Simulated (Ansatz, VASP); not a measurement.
**TaTeSe in VASP and in Ansatz**

```
Ta Te Se
1.0
     3.59065    0.00000    0.00000
    -1.79532    3.10959    0.00000
     0.00000    0.00000   30.76819
Ta Te Se
1 1 1
Direct
  0.66667 0.33333 0.29170
  0.33333 0.66667 0.35370
  0.33333 0.66667 0.24024
```

Alike in both runs: functional PBE; k mesh 6 × 6 × 1; occupations gaussian, width 0.1 eV; no spin polarisation.

Ansatz relaxed the structure, and its values are those at the end. VASP's run is a single point on that final structure, the one shown.

```csv
,VASP,Ansatz
version,VASP 6.6.1,Ansatz 0.2.0
potentials or method,"VASP PAW PBE potentials, release 64 (Ta_pv, Te, Se), cutoff 520 eV","scalar-relativistic, plane waves, PAW"
valence electrons in the cell,23,45
```

|  | VASP | Ansatz | Ansatz less VASP |
| --- | --- | --- | --- |
| gap on the k mesh at the Fermi level (eV) | none | none | - |
| rms of the force components (eV/Å) | 0.011 | 0.001 | -0.0101 |

A gap of «none» marks a metal or a gap that the smearing closes. The functional is the same, so the differences come from potentials, cutoffs and numerics. VASP's potentials hold 23 valence electrons a cell and Ansatz's 45, so a difference there can come from the potentials and not from the codes. Ansatz's warnings: slab cell height set, structure snapped to symmetry.

Neither program's run includes spin-orbit coupling.
